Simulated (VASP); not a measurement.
# Cu (Fm-3m) in VASP: settings compared

The runs below take Cu through electric field gradients, with PBE, LDA.

Program: VASP 6.6.1. These are calculated values, not measurements. Logs are shortened: lines on timing, memory, paths and dates and some standing lists are left out, and cuts for length are marked.

**1. The cell of the first run**

Symmetry: Fm-3m, No. 225, cubic system. Conventional cell: a = 3.639 Å, b = 3.639 Å, c = 3.639 Å, α = 90.00°, β = 90.00°, γ = 90.00°. Within 3.4 Å of Cu (site symmetry m-3m) lie 12 Cu at 2.57 Å.

**2. Electric field gradients, PBE (volume scaled by 1.02)**

Input file INCAR:

```
ALGO = Normal
EDIFF = 1E-8
ENCUT = 520
GGA = PE
ISIF = 2
ISMEAR = -1
LASPH = T
LCHARG = F
LEFG = T
LREAL = F
LWAVE = F
NBANDS = 12
NELM = 60
PREC = Accurate
SIGMA = 0.08
```

Input file KPOINTS:

```
k-points
0
Gamma
  19 19 19
```

Input file POSCAR:

```
Cu
1.0
    0.0000000000      1.8194705475      1.8194705475
    1.8194705475      0.0000000000      1.8194705475
    1.8194705475      1.8194705475      0.0000000000
Cu
1
Direct
    0.0000000000      0.0000000000      0.0000000000
```

Potentials or basis: VASP PAW PBE potentials, release 64 (Cu).

Launch:

```console
> cat potpaw_PBE.64/Cu/POTCAR > POTCAR
> mpirun -np 1 vasp_std > vasp.out
```

OUTCAR:

```text
EDIFF = 1E-8
   ENCUT = 520
   GGA = PE
   ISIF = 2
   ISMEAR = -1
   LASPH = T
   LREAL = F
   NELM = 60
   PREC = Accurate

 ion  position               nearest neighbor table
   1  0.000  0.000  0.000-

  LATTYP: Found a face centered cubic cell.
 ALAT       =     3.6389410950

  Lattice vectors:

 A1 = (   0.0000000000,   1.8194705475,   1.8194705475)
 A2 = (   1.8194705475,   0.0000000000,   1.8194705475)
 A3 = (   1.8194705475,   1.8194705475,   0.0000000000)

Analysis of symmetry for initial positions (statically):
=====================================================================
 Subroutine PRICEL returns:
 Original cell was already a primitive cell.

 Routine SETGRP: Setting up the symmetry group for a
 face centered cubic supercell.

 Subroutine GETGRP returns: Found 48 space group operations
 (whereof 48 operations were pure point group operations)
 out of a pool of 48 trial point group operations.

The static configuration has the point symmetry O_h .

Analysis of symmetry for dynamics (positions and initial velocities):
=====================================================================
 Subroutine PRICEL returns:
 Original cell was already a primitive cell.

 Routine SETGRP: Setting up the symmetry group for a
 face centered cubic supercell.

 Subroutine GETGRP returns: Found 48 space group operations
 (whereof 48 operations were pure point group operations)
 out of a pool of 48 trial point group operations.

The dynamic configuration has the point symmetry O_h .

 Subroutine INISYM returns: Found 48 space group operations
 (whereof 48 operations are pure point group operations),
 and found     1 'primitive' translations

----------------------------------------------------------------------------------------

                                     Primitive cell

  volume of cell :      12.0466

  direct lattice vectors                    reciprocal lattice vectors
     0.000000000  1.819470547  1.819470547    -0.274805218  0.274805218  0.274805218
     1.819470547  0.000000000  1.819470547     0.274805218 -0.274805218  0.274805218
     1.819470547  1.819470547  0.000000000     0.274805218  0.274805218 -0.274805218

  length of vectors
     2.573119925  2.573119925  2.573119925     0.475976599  0.475976599  0.475976599

  position of ions in fractional coordinates (direct lattice)
     0.000000000  0.000000000  0.000000000

  ion indices of the primitive-cell ions
   primitive index   ion index
                 1           1

----------------------------------------------------------------------------------------

 KPOINTS: k-points

Automatic generation of k-mesh.
 Grid dimensions read from file:
 generate k-points for:   19   19   19

 Generating k-lattice:

  Cartesian coordinates                     Fractional coordinates (reciprocal lattice)
    -0.014463433  0.014463433  0.014463433     0.052631579  0.000000000  0.000000000
     0.014463433 -0.014463433  0.014463433     0.000000000  0.052631579  0.000000000
     0.014463433  0.014463433 -0.014463433     0.000000000  0.000000000  0.052631579

  Length of vectors
     0.025051400  0.025051400  0.025051400

  Shift w.r.t. Gamma in fractional coordinates (k-lattice)
     0.000000000  0.000000000  0.000000000

 Subroutine IBZKPT returns following result:
 ===========================================

 Found    220 irreducible k-points:

 Following reciprocal coordinates:
            Coordinates               Weight
  0.000000  0.000000  0.000000      1.000000
  0.052632  0.000000  0.000000      8.000000
  0.105263  0.000000  0.000000      8.000000
  0.157895  0.000000  0.000000      8.000000
  0.210526  0.000000  0.000000      8.000000
  0.263158  0.000000  0.000000      8.000000
[... 16 lines left out ...]
 -0.315789  0.052632  0.000000     24.000000
 -0.263158  0.052632  0.000000     24.000000
 [... further k-points ...]
   k-points           NKPTS =    220   k-points in BZ     NKDIM =    220   number of bands    NBANDS=     12
   number of dos      NEDOS =    301   number of ions     NIONS =      1
   total plane-waves  NPLWV =   8000
   dimension x,y,z NGX =    20 NGY =   20 NGZ =   20
   dimension x,y,z NGXF=    40 NGYF=   40 NGZF=   40
   ions per type =               1
   NGX,Y,Z   is equivalent  to a cutoff of  12.92, 12.92, 12.92 a.u.
   NGXF,Y,Z  is equivalent  to a cutoff of  25.84, 25.84, 25.84 a.u.
 SYSTEM =  unknown system
   PREC   = accura    normal or accurate (medium, high low for compatibility)
   ISTART =      0    job   : 0-new  1-cont  2-samecut
   ICHARG =      2    charge: 1-file 2-atom 10-const
   ISPIN  =      1    spin polarized calculation?
   LNONCOLLINEAR =      F non collinear calculations
   LSORBIT =      F    spin-orbit coupling
   LASPH  =      T    aspherical Exc in radial PAW
   ENCUT  =  520.0 eV  38.22 Ry    6.18 a.u.   4.78  4.78  4.78*2*pi/ulx,y,z
   NELM   =     60;   NELMIN=  2; NELMDL= -5     # of ELM steps
   EDIFF  = 0.1E-07   stopping-criterion for ELM
   LREAL  =      F    real-space projection
   EDIFFG = 0.1E-06   stopping-criterion for IOM
   NSW    =      0    number of steps for IOM
   IBRION =     -1    ionic relax: 0-MD 1-quasi-New 2-CG
   NFREE  =      0    steps in history (QN), initial steepest desc. (CG)
   ISIF   =      2    stress and relaxation
   ISYM   =      2    0-nonsym 1-usesym 2-fastsym
   POTIM  = 0.5000    time-step for ionic-motion
   TEBEG  =    0.0;   TEEND  =   0.0 temperature during run
   PSTRESS=    0.0 pullay stress
   NELECT =      11.0000    total number of electrons
   NUPDOWN=      -1.0000    fix difference up-down
   EMIN   =  10.00;   EMAX   =-10.00  energy-range for DOS
   EFERMI =   0.00;   METHOD = LEGACY
   ISMEAR =    -1;   SIGMA  =   0.08  broadening in eV -4-tet -1-fermi 0-gaus
   EFERMI_NEDOS =   21; number of points for ismear=-14 and -15
   IALGO  =     38    algorithm
   IMIX   =      4    mixing-type and parameters
     AMIX     =   0.40;   BMIX     =  1.00
     AMIX_MAG =   1.60;   BMIX_MAG =  1.00
  volume/ion in A,a.u.               =      12.05        81.29
  Fermi-wavevector in a.u.,A,eV,Ry     =   1.588245  3.001347 34.320977  2.522521
  Thomas-Fermi vector in A             =   2.687278
   LORBIT       =      0    0 simple, 1 ext, 2 COOP (PROOUT), +10 PAW based schemes
   GGA     = PE    functional components
   LHFCALC =     F    Hartree Fock is set to
   AEXX    =    0.0000 exact exchange contribution
   IVDW    =     0    specifies the selected vdW correction
   LEPSILON=     F    determine dielectric tensor
   LRPA    =     F    only Hartree local field effects (RPA)
 non-spin polarized calculation
  energy-cutoff  :      520.00
  volume of cell :       12.05
 maximum number of plane-waves:       334
   NGX =  9   NGY =  9   NGZ =  9

 number of electron      10.9999995 magnetization

 Free energy of the ion-electron system (eV)
  ---------------------------------------------------
  ext. energy  EPLUGINS =         0.00000000
  ---------------------------------------------------
  free energy    TOTEN  =        -3.72970138 eV

  energy without entropy =       -3.72219709  energy(sigma->0) =       -3.72594923

 E-fermi :   7.3820     XC(G=0): -12.6120

 val. band max:        7.3739452974   @ k =   0.4211   0.4211   0.0000
 cond. band min:       7.3964366740   @ k =  -0.3684   0.1579   0.0526
 fundamental gap:      0.0224913766
 Fermi energy:         7.3820326334

 k-point     1 :       0.0000    0.0000    0.0000
  band No.  band energies     occupation
      1      -1.8593      2.00000
      2       4.3697      2.00000
      3       4.3697      2.00000
      4       4.3697      2.00000
      5       5.1663      2.00000
      6       5.1663      2.00000
      7      29.7778      0.00000
      8      32.2683      0.00000
      9      32.2684      0.00000
     10      32.2684      0.00000
     11      34.7449      0.00000
     12      34.7449      0.00000

 k-point     2 :       0.0526    0.0000    0.0000
  band No.  band energies     occupation
      1      -1.7597      2.00000
      2       4.3489      2.00000
      3       4.3884      2.00000
      4       4.3884      2.00000
      5       5.1589      2.00000
      6       5.1589      2.00000
      7      29.1893      0.00000
      8      31.0105      0.00000
      9      31.9357      0.00000
     10      31.9357      0.00000
     11      35.2213      0.00000
     12      35.2213      0.00000
[... 316 lines left out ...]
 k-point    24 :      -0.2632    0.0526    0.0000
  band No.  band energies     occupation
      1       0.7807      2.00000
      2       4.1137      2.00000
      3       4.4911      2.00000
      4       4.5281      2.00000
      5       5.2209      2.00000
      6       5.4579      2.00000
      7      18.2416      0.00000
      8      26.9828      0.00000
      9      30.2674      0.00000
     10      31.2788      0.00000
     11      33.5283      0.00000
     12      34.8679      0.00000

 [... further k-points ...]
[... 5 lines left out ...]
  --------------------------------------------------------------------------------------
  -------------------------------------------------------------------------------------
  Total       -0.0431723     -0.0431723     -0.0431723     -0.0000000     -0.0000000     -0.0000000
  in kB       -5.7418313     -5.7418313     -5.7418313     -0.0000000     -0.0000000     -0.0000000
  external PRESSURE =      -5.7418313 kB  Pullay stress =       0.0000000 kB

 VOLUME and BASIS-vectors are now :
 -----------------------------------------------------------------------------
  energy-cutoff  :      520.00
  volume of cell :       12.05
      direct lattice vectors                 reciprocal lattice vectors
     0.000000000  1.819470547  1.819470547    -0.274805218  0.274805218  0.274805218
     1.819470547  0.000000000  1.819470547     0.274805218 -0.274805218  0.274805218
     1.819470547  1.819470547  0.000000000     0.274805218  0.274805218 -0.274805218

 POSITION                                       TOTAL-FORCE (eV/Angst)
 -----------------------------------------------------------------------------------
      0.00000      0.00000      0.00000         0.000000      0.000000      0.000000
 -----------------------------------------------------------------------------------
    total drift:                                0.000000      0.000000      0.000000

  FREE ENERGIE OF THE ION-ELECTRON SYSTEM (eV)
  ---------------------------------------------------
  free  energy   TOTEN  =        -3.7297013777 eV

  energy  without entropy=       -3.7221970883  energy(sigma->0) =       -3.72594923

 Electric field gradients (V/A^2)
---------------------------------------------------------------------
 ion       V_xx      V_yy      V_zz      V_xy      V_xz      V_yz
---------------------------------------------------------------------
   1      -0.000    -0.000     0.000     0.002     0.002     0.002
---------------------------------------------------------------------

 Electric field gradients after diagonalization (V/A^2)
 (convention: |V_zz| > |V_xx| > |V_yy|)
----------------------------------------------------------------------
 ion       V_xx      V_yy      V_zz     asymmetry (V_yy - V_xx)/ V_zz
----------------------------------------------------------------------
   1      -0.002    -0.002     0.005       0.000
----------------------------------------------------------------------

           NMR quadrupolar parameters

 Cq : quadrupolar parameter    Cq=e*Q*V_zz/h
 eta: asymmetry parameters     (V_yy - V_xx)/ V_zz
 Q  : nuclear electric quadrupole moment in mb (millibarn)
----------------------------------------------------------------------
 ion       Cq(MHz)       eta       Q (mb)
----------------------------------------------------------------------
   1       0.000       0.000       1.000
----------------------------------------------------------------------
```

Wall time 17 s (1 thread of Intel Xeon 6975P-C (Granite Rapids), shared host); peak memory 0.14 GiB.

Results:

```yaml
Free_energy: -3.7297 eV
Pressure: -0.6 GPa
```

Caveat: without QUAD_EFG the Cq values of the log hold for a quadrupole moment of 1 mb, not for the nuclei.

**3. Electric field gradients, PBE (volume scaled by 1.02)**

Input file INCAR:

```
SYSTEM = Cu
PREC     = Accurate       ! precision mode
ENCUT    = 520            ! plane-wave cutoff, eV
EDIFF    = 1E-8           ! SCF threshold, eV
ISMEAR   = -1             ! smearing method
SIGMA    = 0.08           ! smearing width, eV
LREAL    = .FALSE.        ! projectors in reciprocal space
LASPH    = .TRUE.         ! aspherical terms in the spheres
NELM     = 80             ! most SCF steps
ALGO     = Normal         ! electronic algorithm
ISIF     = 2              ! what is computed and relaxed
LWAVE    = .FALSE.        ! write WAVECAR
LCHARG   = .FALSE.        ! write CHGCAR
GGA      = PE             ! functional
LEFG     = .TRUE.       
NBANDS   = 12             ! bands
```

Input file KPOINTS:

```
Automatic mesh
0
G
  19 19 19
  0 0 0
```

POSCAR is that of step 2.

Potentials or basis: VASP PAW PBE potentials, release 64 (Cu).

Launch:

```console
> cat potpaw_PBE.64/Cu/POTCAR > POTCAR
> mpirun -np 1 vasp_std > vasp.out
```

OUTCAR:

```text
SYSTEM = Cu
   PREC = Accurate
   ENCUT = 520
   EDIFF = 1E-8
   ISMEAR = -1
   LREAL = .FALSE.
   LASPH = .TRUE.
   NELM = 80
   ISIF = 2
   GGA = PE

 ion  position               nearest neighbor table
   1  0.000  0.000  0.000-

  LATTYP: Found a face centered cubic cell.
 ALAT       =     3.6389410950

  Lattice vectors:

 A1 = (   0.0000000000,   1.8194705475,   1.8194705475)
 A2 = (   1.8194705475,   0.0000000000,   1.8194705475)
 A3 = (   1.8194705475,   1.8194705475,   0.0000000000)

Analysis of symmetry for initial positions (statically):
=====================================================================
 Subroutine PRICEL returns:
 Original cell was already a primitive cell.

 Routine SETGRP: Setting up the symmetry group for a
 face centered cubic supercell.

 Subroutine GETGRP returns: Found 48 space group operations
 (whereof 48 operations were pure point group operations)
 out of a pool of 48 trial point group operations.

The static configuration has the point symmetry O_h .

Analysis of symmetry for dynamics (positions and initial velocities):
=====================================================================
 Subroutine PRICEL returns:
 Original cell was already a primitive cell.

 Routine SETGRP: Setting up the symmetry group for a
 face centered cubic supercell.

 Subroutine GETGRP returns: Found 48 space group operations
 (whereof 48 operations were pure point group operations)
 out of a pool of 48 trial point group operations.

The dynamic configuration has the point symmetry O_h .

 Subroutine INISYM returns: Found 48 space group operations
 (whereof 48 operations are pure point group operations),
[... 151 lines left out ...]
      2       4.3697      2.00000
      3       4.3697      2.00000
      4       4.3697      2.00000
      5       5.1663      2.00000
      6       5.1663      2.00000
      7      29.7778      0.00000
      8      32.2683      0.00000
      9      32.2684      0.00000
     10      32.2684      0.00000
     11      34.7449      0.00000
     12      34.7449      0.00000
[... 331 lines left out ...]
 k-point    24 :      -0.2632    0.0526    0.0000
  band No.  band energies     occupation
      1       0.7807      2.00000
      2       4.1137      2.00000
      3       4.4911      2.00000
      4       4.5281      2.00000
      5       5.2209      2.00000
      6       5.4579      2.00000
      7      18.2416      0.00000
      8      26.9828      0.00000
      9      30.2674      0.00000
     10      31.2788      0.00000
     11      33.5283      0.00000
     12      34.8679      0.00000

 [... further k-points ...]
[... 5 lines left out ...]
  --------------------------------------------------------------------------------------
  -------------------------------------------------------------------------------------
  Total       -0.0431723     -0.0431723     -0.0431723     -0.0000000     -0.0000000     -0.0000000
  in kB       -5.7418313     -5.7418313     -5.7418313     -0.0000000     -0.0000000     -0.0000000
  external PRESSURE =      -5.7418313 kB  Pullay stress =       0.0000000 kB

 VOLUME and BASIS-vectors are now :
 -----------------------------------------------------------------------------
  energy-cutoff  :      520.00
  volume of cell :       12.05
      direct lattice vectors                 reciprocal lattice vectors
     0.000000000  1.819470547  1.819470547    -0.274805218  0.274805218  0.274805218
     1.819470547  0.000000000  1.819470547     0.274805218 -0.274805218  0.274805218
     1.819470547  1.819470547  0.000000000     0.274805218  0.274805218 -0.274805218

 POSITION                                       TOTAL-FORCE (eV/Angst)
 -----------------------------------------------------------------------------------
      0.00000      0.00000      0.00000         0.000000      0.000000      0.000000
 -----------------------------------------------------------------------------------
    total drift:                                0.000000      0.000000      0.000000

  FREE ENERGIE OF THE ION-ELECTRON SYSTEM (eV)
  ---------------------------------------------------
  free  energy   TOTEN  =        -3.7297013777 eV

  energy  without entropy=       -3.7221970883  energy(sigma->0) =       -3.72594923

 Electric field gradients (V/A^2)
---------------------------------------------------------------------
 ion       V_xx      V_yy      V_zz      V_xy      V_xz      V_yz
---------------------------------------------------------------------
   1      -0.000    -0.000     0.000     0.002     0.002     0.002
---------------------------------------------------------------------

 Electric field gradients after diagonalization (V/A^2)
 (convention: |V_zz| > |V_xx| > |V_yy|)
----------------------------------------------------------------------
 ion       V_xx      V_yy      V_zz     asymmetry (V_yy - V_xx)/ V_zz
----------------------------------------------------------------------
   1      -0.002    -0.002     0.005       0.000
----------------------------------------------------------------------

           NMR quadrupolar parameters

 Cq : quadrupolar parameter    Cq=e*Q*V_zz/h
 eta: asymmetry parameters     (V_yy - V_xx)/ V_zz
 Q  : nuclear electric quadrupole moment in mb (millibarn)
----------------------------------------------------------------------
 ion       Cq(MHz)       eta       Q (mb)
----------------------------------------------------------------------
   1       0.000       0.000       1.000
----------------------------------------------------------------------
```

stdout:

```text
POSCAR found type information on POSCAR Cu
 POSCAR found :  1 types and       1 ions
 scaLAPACK will be used
 LDA part: xc-table for (Slater+PW92), standard interpolation
 POSCAR, INCAR and KPOINTS ok, starting setup
 FFT: planning ... GRIDC
 FFT: planning ... GRID_SOFT
 FFT: planning ... GRID
 WAVECAR not read
 entering main loop
ion   1
```

Run time: 18 s. Hardware: 1 thread of Intel Xeon 6975P-C (Granite Rapids), shared host; peak memory 0.14 GiB.

Results:

| Item | Value |
| --- | --- |
| Free energy | -3.7297 eV |
| Pressure | -0.6 GPa |

Levels at points of the mesh, in eV from the Fermi level:
```
           k point  band 2  band 3  band 4  band 5  band 6  band 7  band 8  band 9  band 10  band 11
(0.00, 0.00, 0.00)   -3.01   -3.01   -3.01   -2.22   -2.22   22.40   24.89   24.89    24.89    27.36
```

Caveat: without QUAD_EFG the Cq values of the log hold for a quadrupole moment of 1 mb, not for the nuclei.

(Continued in part 2 of 3.)
